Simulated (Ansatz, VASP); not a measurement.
## One calculation of Sb, two programs

INCAR

```
PREC = Accurate
ENCUT = 600
EDIFF = 1E-7
ISMEAR = -1
SIGMA = 0.08
LREAL = F
LASPH = T
NELM = 80
ALGO = Normal
ISIF = 3
LWAVE = F
LCHARG = F
GGA = PE
IBRION = 2
NSW = 60
EDIFFG = -0.005
```

KPOINTS

```
regular mesh
0
Gamma
  14 14 14
```

Contents of POSCAR:

```
Sb
1.0
    0.0000000000      2.4101422642      2.4101422642
    2.4101422642      0.0000000000      2.4101422642
    2.4101422642      2.4101422642      0.0000000000
Sb
1
Direct
    0.0000000000      0.0000000000      0.0000000000
```

Input for Ansatz:

```yaml
crystal:
  lattice:
    - [0.0, 2.4101422642, 2.4101422642]
    - [2.4101422642, 0.0, 2.4101422642]
    - [2.4101422642, 2.4101422642, 0.0]
  atoms:
    - { symbol: Sb, position: [0.0, 0.0, 0.0] }
kpoints:
  mp_grid: { grid: [14, 14, 14] }
scf:
  occupations: { method: fermi_dirac, width: 0.08 }
hamiltonian:
  xc: pbe
  pseudopotentials: { kind: paw }
output:
  forces: true
  stress: true
relax:
  f_tol: 0.005
  max_steps: 40
  cell: {}
```

Alike in both runs: task relaxation of cell and atoms; functional PBE; k mesh 14 × 14 × 14; occupations fermi-dirac, width 0.08 eV; no spin polarisation.

```csv
,VASP,Ansatz
version,VASP 6.6.1,Ansatz 0.2.0
potentials or method,"VASP PAW PBE potentials, release 64 (Sb)","PAW with Ansatz's default frozen-core files, scalar-relativistic"
plane-wave cutoff (eV),600,420
valence electrons in the cell,5,15
```

```tsv
	VASP	Ansatz	Ansatz less VASP
relaxed volume (Å³/atom)	27.40	27.47	+0.070
relaxed cell length with the largest relative difference (Å)	3.384	3.387	+0.0029
```

VASP's potentials hold 5 valence electrons a cell and Ansatz's 15, so a difference there can come from the potentials and not from the codes.

Neither program's run includes spin-orbit coupling.
